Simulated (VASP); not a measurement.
Input of a VASP 6.6.1 run:

File INCAR:

```
SYSTEM = AgCl
PREC = Accurate
ENCUT = 520
EDIFF = 1E-6
ISMEAR = -1
SIGMA = 0.112
LREAL = Auto
LASPH = .TRUE.
NELM = 80
ALGO = Normal
ISIF = 2
LWAVE = .FALSE.
LCHARG = .FALSE.
GGA = PE
NBANDS = 86
```

KPOINTS

```
regular mesh
0
G
  2 2 2
  0 0 0
```

The input POSCAR:

```
AgCl
1.0
    0.0000000000      5.5463676253      5.5463676253
    5.5463676253      0.0000000000      5.5463676253
    5.5463676253      5.5463676253      0.0000000000
Ag Cl
8 8
Direct
   -0.0150722068     -0.0008219794      0.0018989005
    0.0146304763      0.0122905665      0.5008755618
   -0.0272367449      0.5012574333      0.0060421527
    0.0104094254      0.4785606868      0.5182473817
    0.5053065699     -0.0117747334     -0.0089676710
    0.5278472683     -0.0006548430      0.4820971455
    0.5071346131      0.5092855705     -0.0137657662
    0.4590731578      0.5093938395      0.5200721796
    0.2525288792      0.2677738117      0.2468608452
    0.2399068345      0.2275279219      0.7450902607
    0.2619998525      0.7469626573      0.2071008591
    0.2359244984      0.7315349926      0.7718359635
    0.7758006304      0.2745284126      0.2753078417
    0.7135713439      0.2665133471      0.7480481425
    0.7828297353      0.7499101720      0.2286964344
    0.7789872204      0.7262653275      0.7175643176
```

Potentials or basis: VASP PAW PBE potentials, release 64 (Ag, Cl).

Command:

```sh
$ cat potpaw_PBE.64/Ag/POTCAR potpaw_PBE.64/Cl/POTCAR > POTCAR
$ mpirun -np 1 vasp_std > vasp.out
```

**Question.** Estimate the largest force.

**Answer.** 1.169 eV/Å.

**Question.** What does it give for the pressure?

**Answer.** 2.9 GPa.

**Question.** What does it give for the band gap on the k mesh?

**Answer.** 0.91 eV.

Stress tensor (GPa, compression positive):
```
 3.04  0.12 -0.02
 0.12  2.75 -0.19
-0.02 -0.19  2.93
```

Caveat: the k points lie up to 0.49 Å⁻¹ apart; the atoms stand as in a frame of molecular dynamics; forces of over 1 eV/Å act on the atoms, so gaps and moduli don't describe the material at rest.
